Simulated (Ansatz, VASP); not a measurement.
## Pt: VASP beside Ansatz

Contents of POSCAR:

```
Pt
1.0
    2.5398123665      0.0000000000      0.0000000000
   -1.2699061833      2.1995420302      0.0000000000
    0.0000000000      0.0000000000      4.4087632800
Pt
2
Direct
    0.6666666667      0.3333333333      0.7500000000
    0.3333333333      0.6666666667      0.2500000000
```

Contents of INCAR.step1:

```
SYSTEM = Pt
  ALGO = Normal
  EDIFF = 1E-4
  ENCUT = 520
  GGA = PE
  ISMEAR = 0
  LASPH = .TRUE.
  LCHARG = .FALSE.
  LREAL = .FALSE.
  LWAVE = .TRUE.
  NBANDS = 17
  NELM = 100
  PREC = Accurate
  SIGMA = 0.15
```

INCAR.step2

```
SYSTEM = Pt
  ALGO = Normal
  EDIFF = 1E-6
  ENCUT = 520
  ISIF = 2
  ISMEAR = 0
  ISTART = 1
  LASPH = .TRUE.
  LCHARG = .FALSE.
  LMIXTAU = .TRUE.
  LREAL = .FALSE.
  LWAVE = .FALSE.
  METAGGA = R2SCAN
  NBANDS = 17
  NELM = 100
  PREC = Accurate
  SIGMA = 0.15
```

The input KPOINTS:

```
k-points
0
G
  18 18 10
  0 0 0
```

Input for Ansatz:

```yaml
crystal:
  lattice:
    - [2.5398123665, 0.0, 0.0]
    - [-1.2699061833, 2.1995420302, 0.0]
    - [0.0, 0.0, 4.40876328]
  atoms:
    - { symbol: Pt, position: [0.6666666667, 0.3333333333, 0.75] }
    - { symbol: Pt, position: [0.3333333333, 0.6666666667, 0.25] }
basis:
  ecutwfc: 500
kpoints:
  mp_grid: { grid: [18, 18, 10] }
hamiltonian:
  xc: r2scan
scf:
  occupations: { method: gaussian, width: 0.15 }
output:
  forces: true
  stress: true
  eigenvalues: true
```

Change from the starting cell: strain -0.080 along x and y, -0.080 along z, atoms carried along.

Alike in both runs: task single point; functional r2SCAN; k mesh 18 × 18 × 10; occupations gaussian, width 0.15 eV; no spin polarisation.

|  | VASP | Ansatz |
| --- | --- | --- |
| version | VASP 6.6.1 | Ansatz 0.2.0 |
| potentials or method | VASP PAW PBE potentials, release 64 (Pt), cutoff 520 eV | scalar-relativistic, plane waves, PAW |
| valence electrons in the cell | 20 | 36 |

VASP gave:

* gap on the k mesh at the Fermi level (eV): none
* pressure (GPa): 111.5
* traceless stress, the component that is largest in VASP (GPa): -9.71

Task: Which values does Ansatz return?

Result: gap on the k mesh at the Fermi level (eV): none; pressure (GPa): 108.3; traceless stress, the component that is largest in VASP (GPa): -9.24.

VASP's potentials were made for PBE, not for r2SCAN. A gap of «none» marks a metal or a gap that the smearing closes. Both programs put the cell under a high pressure, so it lies far from rest at this level. VASP's potentials hold 20 valence electrons a cell and Ansatz's 36, so a difference there can come from the potentials and not from the codes.

Neither program's run includes spin-orbit coupling. Noted on VASP's run: the cell as given lies far from equilibrium.
